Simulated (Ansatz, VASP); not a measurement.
## Ca2Ge3N: VASP beside Ansatz

```xyz
6
Lattice="4.9659 0.0000 0.0000 0.0000 4.9659 0.0000 0.0000 0.0000 6.0318" Properties=species:S:1:pos:R:3 pbc="T T T"
Ca    0.0000    2.4829    3.0159
Ca    2.4829    0.0000    3.0159
Ge    2.4829    2.4829    0.0000
Ge    0.0000    2.4829    0.0000
Ge    2.4829    0.0000    0.0000
N     2.4829    2.4829    3.0159
```

Alike in both runs: functional PBE; k mesh 8 × 8 × 6; occupations gaussian, width 0.1 eV; no spin polarisation.

Ansatz relaxed the structure, and its values are those at the end. VASP's run is a single point on that final structure, the one shown.

|  | VASP | Ansatz |
| --- | --- | --- |
| version | VASP 6.6.1 | Ansatz 0.2.0 |
| potentials or method | VASP PAW PBE potentials, release 64 (Ca_sv, Ge_d, N), cutoff 520 eV | scalar-relativistic, plane waves, PAW |
| valence electrons in the cell | 67 | 67 |

```tsv
	VASP	Ansatz	Ansatz less VASP
gap on the k mesh at the Fermi level (eV)	none	none	-
pressure (GPa)	0.1	0.0	-0.07
```

A gap of «none» marks a metal or a gap that the smearing closes.
